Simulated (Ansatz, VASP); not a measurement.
**V: VASP beside Ansatz**

```
V
1.0
     3.60631    0.00000    0.00000
     0.00000    3.60631    0.00000
     0.00000    0.00000    3.60631
V
3
Direct
  0.50000 0.00000 0.00000
  0.00000 0.50000 0.00000
  0.00000 0.00000 0.50000
```

Alike in both runs: functional PBE; k mesh 14 × 14 × 14; occupations gaussian, width 0.1 eV; no spin polarisation.

Ansatz relaxed the structure, and its values are those at the end. VASP's run is a single point on that final structure, the one shown.

```csv
,VASP,Ansatz
version,VASP 6.6.1,Ansatz 0.2.0
potentials or method,"VASP PAW PBE potentials, release 64 (V_sv), cutoff 520 eV","scalar-relativistic, plane waves, PAW"
valence electrons in the cell,39,39
```

```csv
,VASP,Ansatz,Ansatz less VASP
gap on the k mesh at the Fermi level (eV),none,none,-
pressure (GPa),0.2,0.0,-0.21
```

A gap of «none» marks a metal or a gap that the smearing closes. The functional is the same, so the differences come from potentials, cutoffs and numerics.
